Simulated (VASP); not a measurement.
**W8O: single point with PBE**

W8O, a slab with vacuum:

```
W O
1.0
     5.51408    0.00000    0.00000
    -0.91901    2.59936    0.00000
     0.00000    0.00000   25.75334
W O
8 1
Direct
  0.25000 0.50000 0.33005
  0.75000 0.50000 0.33005
  0.50000 0.00000 0.41746
  0.00000 0.00000 0.41746
  0.75291 0.49455 0.50441
  0.25144 0.49476 0.50585
  0.00001 0.00631 0.59234
  0.51264 0.96315 0.59032
  0.19747 0.64675 0.63714
```

| Quantity | Value |
| --- | --- |
| Program | VASP 6.6.1 |
| Task | single point |
| Functional | PBE |
| Potentials or basis | VASP PAW PBE potentials, release 64 (W_sv, O) |
| Cutoff | 520 eV |
| k mesh | 6 × 11 × 1 |
| Occupations | gaussian, width 0.1 eV |
| Spin | no spin polarisation |
| Dipole correction | yes |
| Further INCAR settings | ALGO = Normal; EDIFF = 1e-06; NBANDS = 69; NELMDL = -8 |

The largest force is 0.708 eV/Å and the band gap on the k mesh is zero (bands 59 and 60 overlap by 1.55 eV).

Forces on the atoms (eV/Å):
```
W    0.027 -0.040  0.559
W   -0.019  0.036  0.707
W   -0.106  0.113 -0.652
W    0.105 -0.107 -0.673
W   -0.015 -0.003  0.006
W    0.013 -0.009 -0.007
W   -0.096 -0.017 -0.089
W    0.069  0.052 -0.007
O    0.022 -0.025  0.157
```

Levels at points of the mesh, in eV from the Fermi level:
```tsv
k point	band 55	band 56	band 57	band 58	band 59	band 60	band 61	band 62	band 63	band 64
(0.00, 0.00, 0.00)	-1.28	-1.10	-0.77	-0.57	-0.02	0.72	0.76	0.97	1.63	1.71
(0.50, 0.00, 0.00)	-1.85	-1.80	-1.59	-1.42	-1.41	0.67	0.70	1.02	1.35	1.50
```

It took 26 min on 1 thread of Intel(R) Xeon(R) 6975P-C (Granite Rapids), with other jobs on the host, peak memory 0.85 GiB.

Caveat: spin-orbit coupling is left out, which moves the levels of the heavy elements.
